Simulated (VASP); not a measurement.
The system is Si.

```xyz
4
Lattice="3.8516 0.0000 0.0000 -1.9258 3.3356 0.0000 0.0000 0.0000 6.3646" Properties=species:S:1:pos:R:3 pbc="T T T"
Si    0.0000    2.2237    0.0027
Si    1.9258    1.1119    3.1850
Si    0.0000    2.2237    2.3840
Si    1.9258    1.1119    5.5663
```

This isn't the form of Si at room conditions, which is diamond.

- Program: VASP 6.6.1
- Task: relaxation of cell and atoms
- Functional: PBEsol
- Potentials or basis: VASP PAW PBE potentials, release 64 (Si)
- Cutoff: 600 eV
- k mesh: 12 × 12 × 4
- Occupations: fermi-dirac, width 0.02 eV
- Spin: no spin polarisation

At the start: pressure -1.7 GPa; volume 20.44 Å³/atom.

Question: How do energy, volume and symmetry change on relaxing?

Answer: Over 7 steps the energy falls by 2.1 meV/atom and the volume is 20.05 Å³/atom (-1.9 %); space group P6_3/mmc (No. 194, to 0.1 Å) before and after.

The path:
| step | energy change (eV) | largest force (eV/Å) | pressure (GPa) | volume (Å³) |
| --- | --- | --- | --- | --- |
| 1 | 0.0000 | 0.0017 | -1.72 | 81.77 |
| 2 | -0.0046 | 0.0144 | 1.23 | 79.20 |
| 3 | -0.0085 | 0.0078 | 0.00 | 80.22 |
| 4 | -0.0085 | 0.0075 | -0.03 | 80.25 |
| 5 | -0.0085 | 0.0002 | -0.03 | 80.25 |
| 6 | -0.0085 | 0.0023 | -0.03 | 80.25 |
| 7 | -0.0085 | 0.0006 | 0.01 | 80.21 |

Final structure:
```
Si
1.0
     3.82638    0.00000    0.00000
    -1.91319    3.31374    0.00000
     0.00000    0.00000    6.32597
Si
4
Cartesian
  0.0000 2.2092 0.0031
  1.9132 1.1046 3.1661
  0.0000 2.2092 2.3692
  1.9132 1.1046 5.5321
```

Caveat: the PAW data sets were made with another functional, which shifts forces and pressure a little.
